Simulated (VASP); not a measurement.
A run of VASP 6.6.1 is set up as follows.

File INCAR:

```
SYSTEM = TePb
PREC     = Accurate       ! precision mode
ENCUT    = 600            ! plane-wave cutoff, eV
EDIFF    = 1E-6           ! SCF threshold, eV
ISMEAR   = -1             ! smearing method
SIGMA    = 0.05           ! smearing width, eV
LREAL    = .False.        ! projectors in reciprocal space
LASPH    = .True.         ! aspherical terms in the spheres
NELM     = 100            ! most SCF steps
ALGO     = Normal         ! electronic algorithm
ISIF     = 3              ! what is computed and relaxed
LWAVE    = .False.        ! write WAVECAR
LCHARG   = .False.        ! write CHGCAR
GGA      = B5             ! functional
ALDAX    = 1.0          
AGGAX    = 1.0          
AGGAC    = 1.0          
ALDAC    = 0.0          
IVDW     = 13             ! dispersion correction
VDW_S6   = 1.0          
VDW_S8   = 2.34076671   
VDW_A1   = 0.44488865   
VDW_A2   = 4.0933009    
IBRION   = 2              ! ionic algorithm
NSW      = 60             ! ionic steps
EDIFFG   = -0.01          ! ionic threshold
```

The input KPOINTS:

```
Automatic mesh
0
Gamma
  7 7 7
  0 0 0
```

The input POSCAR:

```
TePb
1.0
    4.0022870000      0.0000000000      0.0000000000
    0.0000000000      4.0022870000      0.0000000000
    0.0000000000      0.0000000000      4.0022870000
Pb Te
1 1
Direct
    0.0000000000      0.0000000000      0.0000000000
    0.5000000000      0.5000000000      0.5000000000
```

Potentials or basis: VASP PAW PBE potentials, release 64 (Pb_d, Te).

Run with:

```bash
$ cat potpaw_PBE.64/Pb_d/POTCAR potpaw_PBE.64/Te/POTCAR > POTCAR
$ mpirun -np 1 vasp_std > vasp.out
```

(1) Predict the relaxed volume.

(2) Predict the dispersion energy per atom.

(3) What does it give for the band gap on the k mesh?

Answers

(1) 38.47 Å³/atom.

(2) -0.860 eV.

(3) zero (bands 10 and 11 overlap by 0.34 eV).

Caveat: the volume moved by over 15 % at a fixed basis, so the end points are rough; semilocal functionals underestimate gaps, so a narrow gap can read as zero; the PAW data sets were made with another functional, which shifts forces and pressure a little; spin-orbit coupling is left out, which moves the levels of the heavy elements.
